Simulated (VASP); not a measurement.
# HPt3 in VASP: further runs

HPt3 is run at these levels: PBE; tasks: single point.

Program: VASP 6.6.1. These are calculated values, not measurements. Logs are shortened: lines on timing, memory, paths and dates and some standing lists are left out, and cuts for length are marked.

## 1. The cell of the first run

The cell holds a slab with vacuum, 4 atoms: a = 2.807 Å, b = 2.807 Å, c = 20.119 Å, α = 90.00°, β = 90.00°, γ = 120.00°.

## 2. Single point, PBE

INCAR

```
SYSTEM = HPt3
ALGO = Normal ; DIPOL = 0.5 0.5 0.356
EDIFF = 1E-7 ; ENCUT = 520
GGA = PE ; IDIPOL = 3
ISIF = 2 ; ISMEAR = 0
LASPH = .TRUE. ; LCHARG = .TRUE.
LDIPOL = .TRUE. ; LELF = .TRUE.
LREAL = .FALSE. ; LVACPOTAV = .TRUE.
LVHAR = .TRUE. ; LWAVE = .FALSE.
NBANDS = 24 ; NELM = 60
PREC = Accurate ; SIGMA = 0.1
```

KPOINTS

```
k-points
0
G
  12 12 1
  0 0 0
```

POSCAR

```
HPt3
1.0
    2.8071640675      0.0000000000      0.0000000000
   -1.4035820338      2.4310753951      0.0000000000
    0.0000000000      0.0000000000     20.1192652917
Pt H
3 1
Direct
    0.6666666667      0.3333333333      0.1988144170
    0.3333333333      0.6666666667      0.3136149989
    0.0000000000      0.0000000000      0.4329362834
    0.3333333333      0.6666666667      0.4781948463
```

Potentials or basis: VASP PAW PBE potentials, release 64 (Pt, H).

Command:

```
$ cat potpaw_PBE.64/Pt/POTCAR potpaw_PBE.64/H/POTCAR > POTCAR
$ mpirun -np 1 vasp_std > vasp.out
```

OUTCAR:

```text
SYSTEM = HPt3
   EDIFF = 1E-7
   ENCUT = 520
   GGA = PE
   ISIF = 2
   ISMEAR = 0
   LASPH = .TRUE.
   LREAL = .FALSE.
   NELM = 60
   PREC = Accurate

 ion  position               nearest neighbor table
   1  0.667  0.333  0.199-   2 2.82   2 2.82   2 2.82
   2  0.333  0.667  0.314-   1 2.82   1 2.82   1 2.82   3 2.90   3 2.90   3 2.90
   3  0.000  0.000  0.433-   4 1.86   4 1.86   4 1.86   2 2.90   2 2.90   2 2.90
   4  0.333  0.667  0.478-   3 1.86   3 1.86   3 1.86

  LATTYP: Found a hexagonal cell.
 ALAT       =     2.8071640675
 C/A-ratio  =     7.1671141436

  Lattice vectors:

 A1 = (   2.8071640675,   0.0000000000,   0.0000000000)
 A2 = (  -1.4035820338,   2.4310753951,   0.0000000000)
 A3 = (   0.0000000000,   0.0000000000,  20.1192652917)

Analysis of symmetry for initial positions (statically):
=====================================================================
 Subroutine PRICEL returns:
 Original cell was already a primitive cell.

 Routine SETGRP: Setting up the symmetry group for a
 hexagonal supercell.

 Subroutine GETGRP returns: Found  6 space group operations
 (whereof  6 operations were pure point group operations)
 out of a pool of 24 trial point group operations.

The static configuration has the point symmetry C_3v.

Analysis of symmetry for dynamics (positions and initial velocities):
=====================================================================
 Subroutine PRICEL returns:
 Original cell was already a primitive cell.

 Routine SETGRP: Setting up the symmetry group for a
 hexagonal supercell.

 Subroutine GETGRP returns: Found  6 space group operations
 (whereof  6 operations were pure point group operations)
 out of a pool of 24 trial point group operations.

The dynamic configuration has the point symmetry C_3v.

 Subroutine INISYM returns: Found  6 space group operations
 (whereof  6 operations are pure point group operations),
 and found     1 'primitive' translations

----------------------------------------------------------------------------------------

                                     Primitive cell

  volume of cell :     137.3025

  direct lattice vectors                    reciprocal lattice vectors
     2.807164068  0.000000000  0.000000000     0.356231405  0.205670298  0.000000000
    -1.403582034  2.431075395  0.000000000     0.000000000  0.411340595  0.000000000
     0.000000000  0.000000000 20.119265292     0.000000000  0.000000000  0.049703604

  length of vectors
     2.807164068  2.807164068 20.119265292     0.411340595  0.411340595  0.049703604

  position of ions in fractional coordinates (direct lattice)
     0.666666667  0.333333333  0.198814417
     0.333333333  0.666666667  0.313614999
     0.000000000  0.000000000  0.432936283
     0.333333333  0.666666667  0.478194846

  ion indices of the primitive-cell ions
   primitive index   ion index
                 1           1
                 2           2
                 3           3
                 4           4

----------------------------------------------------------------------------------------

 KPOINTS: k-points

Automatic generation of k-mesh.
 Grid dimensions read from file:
 generate k-points for:   12   12    1

 Generating k-lattice:

  Cartesian coordinates                     Fractional coordinates (reciprocal lattice)
     0.029685950  0.017139191  0.000000000     0.083333333  0.000000000  0.000000000
     0.000000000  0.034278383  0.000000000     0.000000000  0.083333333  0.000000000
     0.000000000  0.000000000  0.049703604     0.000000000  0.000000000  1.000000000

  Length of vectors
     0.034278383  0.034278383  0.049703604

  Shift w.r.t. Gamma in fractional coordinates (k-lattice)
     0.000000000  0.000000000  0.000000000

 Subroutine IBZKPT returns following result:
 ===========================================

 Found     19 irreducible k-points:

 Following reciprocal coordinates:
            Coordinates               Weight
  0.000000  0.000000  0.000000      1.000000
  0.083333  0.000000  0.000000      6.000000
  0.166667  0.000000  0.000000      6.000000
  0.250000  0.000000  0.000000      6.000000
  0.333333 -0.000000  0.000000      6.000000
  0.416667  0.000000  0.000000      6.000000
[... 11 lines left out ...]
  0.333333  0.250000  0.000000     12.000000
  0.333333  0.333333  0.000000      2.000000
   k-points           NKPTS =     19   k-points in BZ     NKDIM =     19   number of bands    NBANDS=     24
   number of dos      NEDOS =    301   number of ions     NIONS =      4
   total plane-waves  NPLWV =  86400
   dimension x,y,z NGX =    24 NGY =   24 NGZ =  150
   dimension x,y,z NGXF=    48 NGYF=   48 NGZF=  300
   ions per type =               3   1
   NGX,Y,Z   is equivalent  to a cutoff of  14.21, 14.21, 12.39 a.u.
   NGXF,Y,Z  is equivalent  to a cutoff of  28.43, 28.43, 24.79 a.u.
 SYSTEM =  HPt3
   PREC   = accura    normal or accurate (medium, high low for compatibility)
   ISTART =      0    job   : 0-new  1-cont  2-samecut
   ICHARG =      2    charge: 1-file 2-atom 10-const
   ISPIN  =      1    spin polarized calculation?
   LNONCOLLINEAR =      F non collinear calculations
   LSORBIT =      F    spin-orbit coupling
   LASPH  =      T    aspherical Exc in radial PAW
   ENCUT  =  520.0 eV  38.22 Ry    6.18 a.u.   5.22  5.22 37.41*2*pi/ulx,y,z
   NELM   =     60;   NELMIN=  2; NELMDL= -5     # of ELM steps
   EDIFF  = 0.1E-06   stopping-criterion for ELM
   LREAL  =      F    real-space projection
   EDIFFG = 0.1E-05   stopping-criterion for IOM
   NSW    =      0    number of steps for IOM
   IBRION =     -1    ionic relax: 0-MD 1-quasi-New 2-CG
   NFREE  =      0    steps in history (QN), initial steepest desc. (CG)
   ISIF   =      2    stress and relaxation
   ISYM   =      2    0-nonsym 1-usesym 2-fastsym
   POTIM  = 0.5000    time-step for ionic-motion
   TEBEG  =    0.0;   TEEND  =   0.0 temperature during run
   PSTRESS=    0.0 pullay stress
   NELECT =      31.0000    total number of electrons
   NUPDOWN=      -1.0000    fix difference up-down
   EMIN   =  10.00;   EMAX   =-10.00  energy-range for DOS
   EFERMI =   0.00;   METHOD = LEGACY
   ISMEAR =     0;   SIGMA  =   0.10  broadening in eV -4-tet -1-fermi 0-gaus
   EFERMI_NEDOS =   21; number of points for ismear=-14 and -15
   IALGO  =     38    algorithm
   IMIX   =      4    mixing-type and parameters
     AMIX     =   0.40;   BMIX     =  1.00
     AMIX_MAG =   1.60;   BMIX_MAG =  1.00
  volume/ion in A,a.u.               =      34.33       231.64
  Fermi-wavevector in a.u.,A,eV,Ry     =   0.996864  1.883800 13.520626  0.993738
  Thomas-Fermi vector in A             =   2.128981
   LORBIT       =      0    0 simple, 1 ext, 2 COOP (PROOUT), +10 PAW based schemes
   GGA     = PE    functional components
   LHFCALC =     F    Hartree Fock is set to
   AEXX    =    0.0000 exact exchange contribution
   IVDW    =     0    specifies the selected vdW correction
   LEPSILON=     F    determine dielectric tensor
   LRPA    =     F    only Hartree local field effects (RPA)
 non-spin polarized calculation
 Gauss-broadening in eV      SIGMA  =   0.10
  energy-cutoff  :      520.00
  volume of cell :      137.30
 maximum number of plane-waves:      3715
 NGX is ok and might be reduce to    24
   NGX = 11   NGY = 11   NGZ = 75

 dipolmoment           0.000000      0.000000      0.015119 electrons x Angstroem

 number of electron      30.9999998 magnetization

 dipolmoment           0.000000      0.000000     -0.020233 electrons x Angstroem

 Free energy of the ion-electron system (eV)
  ---------------------------------------------------
  ext. energy  EPLUGINS =         0.00000000
  ---------------------------------------------------
  free energy    TOTEN  =       -20.78975208 eV

  energy without entropy =      -20.76503557  energy(sigma->0) =      -20.77739383

 E-fermi :   0.1149     XC(G=0):  -5.5864

 val. band max:        0.1006414877   @ k =   0.3333   0.2500   0.0000
 cond. band min:       0.1187144849   @ k =   0.5000   0.0000   0.0000
 fundamental gap:      0.0180729972
 Fermi energy:         0.1149189218

 k-point     1 :       0.0000    0.0000    0.0000
  band No.  band energies     occupation
      1      -9.7362      2.00000
      2      -8.0721      2.00000
      3      -6.5367      2.00000
      4      -3.5444      2.00000
      5      -3.4218      2.00000
      6      -3.4218      2.00000
[... 16 lines left out ...]
     23       7.7786      0.00000
     24       8.1045      0.00000

 k-point     2 :       0.0833    0.0000    0.0000
  band No.  band energies     occupation
      1      -9.5130      2.00000
      2      -7.8502      2.00000
      3      -6.3083      2.00000
      4      -3.7236      2.00000
      5      -3.5684      2.00000
      6      -3.4590      2.00000
[... 16 lines left out ...]
     23       7.9191      0.00000
     24       8.2659      0.00000

 k-point     3 :       0.1667    0.0000    0.0000
  band No.  band energies     occupation
      1      -8.8981      2.00000
      2      -7.2553      2.00000
      3      -5.7233      2.00000
      4      -4.2216      2.00000
      5      -3.8809      2.00000
      6      -3.6610      2.00000
[... 16 lines left out ...]
     23       8.2959      0.00000
     24       8.7718      0.00000
[... 379 lines left out ...]
 k-point    18 :       0.3333    0.2500    0.0000
  band No.  band energies     occupation
      1      -6.7422      2.00000
      2      -4.9192      2.00000
      3      -4.8019      2.00000
      4      -4.4287      2.00000
      5      -4.1134      2.00000
      6      -3.8266      2.00000
[... 16 lines left out ...]
     23       9.0300      0.00000
     24      10.3659      0.00000

 k-point    19 :       0.3333    0.3333    0.0000
  band No.  band energies     occupation
      1      -6.6096      2.00000
      2      -4.6753      2.00000
      3      -4.5730      2.00000
      4      -4.4830      2.00000
      5      -3.9914      2.00000
      6      -3.9268      2.00000
[... 16 lines left out ...]
     23       8.8933      0.00000
     24       9.1275      0.00000

------------------------ aborting loop because EDIFF is reached ----------------------------------------

  FORCE on cell =-STRESS in cart. coord.  units (eV):
  Direction    XX          YY          ZZ          XY          YZ          ZX
  --------------------------------------------------------------------------------------
  -------------------------------------------------------------------------------------
  Total       -3.2520344     -3.2520344      0.1241537      0.0000000      0.0000000     -0.0000000
  in kB      -37.9478676    -37.9478676      1.4487453      0.0000000      0.0000000     -0.0000000
  external PRESSURE =     -24.8156633 kB  Pullay stress =       0.0000000 kB

 VOLUME and BASIS-vectors are now :
 -----------------------------------------------------------------------------
  energy-cutoff  :      520.00
  volume of cell :      137.30
      direct lattice vectors                 reciprocal lattice vectors
     2.807164068  0.000000000  0.000000000     0.356231405  0.205670298  0.000000000
    -1.403582034  2.431075395  0.000000000     0.000000000  0.411340595  0.000000000
     0.000000000  0.000000000 20.119265292     0.000000000  0.000000000  0.049703604

 POSITION                                       TOTAL-FORCE (eV/Angst)
 -----------------------------------------------------------------------------------
      1.40358      0.81036      4.00000         0.000000     -0.000000     -0.087125
     -0.00000      1.62072      6.30970        -0.000000      0.000000      0.104583
      0.00000      0.00000      8.71036        -0.000000     -0.000000     -0.032371
     -0.00000      1.62072      9.62093        -0.000000     -0.000000      0.014913
 -----------------------------------------------------------------------------------
    total drift:                                0.000000      0.000000     -0.000195

  FREE ENERGIE OF THE ION-ELECTRON SYSTEM (eV)
  ---------------------------------------------------
  free  energy   TOTEN  =       -20.7897520823 eV

  energy  without entropy=      -20.7650355741  energy(sigma->0) =      -20.77739383

 vacuum level on the upper side and lower side of the slab         5.351         5.888
```

It took 2.2 min on 1 thread of Intel Xeon 6975P-C, shared host; peak memory 0.3 GiB.

What came out:

- Free energy: -20.7898 eV
- Largest force: 0.105 eV/Å

Forces in eV/Å, atoms in the order of the input:
```
Pt   0.000  0.000 -0.087
Pt   0.000  0.000  0.105
Pt   0.000  0.000 -0.032
H    0.000  0.000  0.015
```

Levels at points of the mesh, in eV from the Fermi level:
| k point | band 12 | band 13 | band 14 | band 15 | band 16 | band 17 | band 18 | band 19 |
| --- | --- | --- | --- | --- | --- | --- | --- | --- |
| (0.00, 0.00, 0.00) | -2.56 | -1.40 | -1.40 | -0.91 | -0.91 | -0.08 | -0.08 | 0.28 |
| (0.50, 0.00, 0.00) | -0.30 | -0.09 | 0.00 | 0.32 | 0.61 | 2.23 | 2.84 | 4.23 |

Caveat: spin-orbit coupling is left out, which moves the levels of the heavy elements.

(Part 1 of 2 ends here.)
